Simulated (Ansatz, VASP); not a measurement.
Ge: VASP beside Ansatz

Contents of INCAR:

```
PREC = Accurate ; ENCUT = 520
EDIFF = 1E-6 ; ISMEAR = -1
SIGMA = 0.05 ; LREAL = False
LASPH = True ; NELM = 60
ALGO = Normal ; ISIF = 2
LWAVE = False ; LCHARG = True
GGA = PS ; LELF = True
LVHAR = True ; NBANDS = 36
```

The input KPOINTS:

```
Automatic mesh
0
Gamma
  8 8 3
```

POSCAR

```
Ge
1.0
    4.0232197949      0.0000000000      0.0000000000
   -2.0116098974      3.4842105474      0.0000000000
    0.0000000000      0.0000000000     10.9195758440
Ge
4
Direct
    0.6666666667      0.3333333333      0.4148480000
    0.3333333333      0.6666666667      0.9148480000
    0.0000000000      0.0000000000      0.4774520000
    0.0000000000      0.0000000000      0.9774520000
```

The input input.yaml:

```yaml
crystal:
  lattice:
    - [4.0232197949, 0.0, 0.0]
    - [-2.0116098974, 3.4842105474, 0.0]
    - [0.0, 0.0, 10.919575844]
  atoms:
    - { symbol: Ge, position: [0.6666666667, 0.3333333333, 0.414848] }
    - { symbol: Ge, position: [0.3333333333, 0.6666666667, 0.914848] }
    - { symbol: Ge, position: [0.0, 0.0, 0.477452] }
    - { symbol: Ge, position: [0.0, 0.0, 0.977452] }
kpoints:
  mp_grid: { grid: [8, 8, 3] }
scf:
  occupations: { method: fermi_dirac, width: 0.05 }
hamiltonian:
  xc: pbesol
  pseudopotentials: { kind: all_electron, lapw: { basis_error: 0.001 } }
output:
  forces: true
  stress: true
  eigenvalues: true
```

Change from the starting cell: volume scaled by 0.98.

Alike in both runs: task single point; functional PBEsol; k mesh 8 × 8 × 3; occupations fermi-dirac, width 0.05 eV; no spin polarisation.

|  | VASP | Ansatz |
| --- | --- | --- |
| version | VASP 6.6.1 | Ansatz 0.2.0 |
| potentials or method | VASP PAW PBE potentials, release 64 (Ge_d), cutoff 520 eV | all-electron LAPW, scalar-relativistic |

VASP gave:

* gap on the k mesh at the Fermi level (eV): 0.68
* least direct gap on the mesh (eV): 0.69
* pressure (GPa): -1.1
* traceless stress, the component that is largest in VASP (GPa): 0.48
* rms of the force components (eV/Å): 0.072

Task: Which values does Ansatz return?

Result: gap on the k mesh at the Fermi level (eV): 0.68; least direct gap on the mesh (eV): 0.69; pressure (GPa): -1.0; traceless stress, the component that is largest in VASP (GPa): 0.45; rms of the force components (eV/Å): 0.069.

VASP's potentials were made for PBE, not for PBEsol. Atom by atom the forces differ by 0.003 eV/Å (rms over components). Ansatz ran all-electron here, and VASP with PAW potentials.
